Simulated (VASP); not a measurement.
Input of a VASP 6.6.1 run:

Contents of INCAR:

```
  ALGO = Fast
  EDIFF = 1E-7
  ENCUT = 520
  GGA = PE
  ISIF = 2
  ISMEAR = 0
  LASPH = True
  LCHARG = False
  LREAL = False
  LWAVE = False
  NBANDS = 25
  NELM = 100
  PREC = Accurate
  SIGMA = 0.1
```

Contents of KPOINTS:

```
k-points
0
Gamma
  14 14 8
```

File POSCAR:

```
CuO
1.0
    2.0832255611     -2.0870814213      0.0000000000
    2.0832255611      2.0870814213      0.0000000000
    0.0000000000      0.0000000000      5.1512976092
Cu O
2 2
Direct
    0.0000000000      0.5000000000      0.0000000000
    0.5000000000      0.0000000000      0.5000000000
    0.5000000000      0.5000000000      0.2500000000
    0.5000000000      0.5000000000      0.7500000000
```

Potentials or basis: VASP PAW PBE potentials, release 64 (Cu, O).

The run is started by

```console
$ cat potpaw_PBE.64/Cu/POTCAR potpaw_PBE.64/O/POTCAR > POTCAR
$ mpirun -np 1 vasp_std > vasp.out
```

Q: Estimate the pressure.

A: 0.6 GPa.

Q: Predict the band gap on the k mesh.

A: Zero (bands 17 and 18 overlap by 1.18 eV).

Stress tensor (GPa, compression positive):
```
0.47 0.00 0.00
0.00 0.45 0.00
0.00 0.00 0.86
```

Caveat: semilocal functionals often make such compounds metallic where correlation or magnetic order opens a gap, which also shifts bond lengths. With open d or f shells a metallic result of PBE can be an artefact of self-interaction; +U or a hybrid may open a gap.
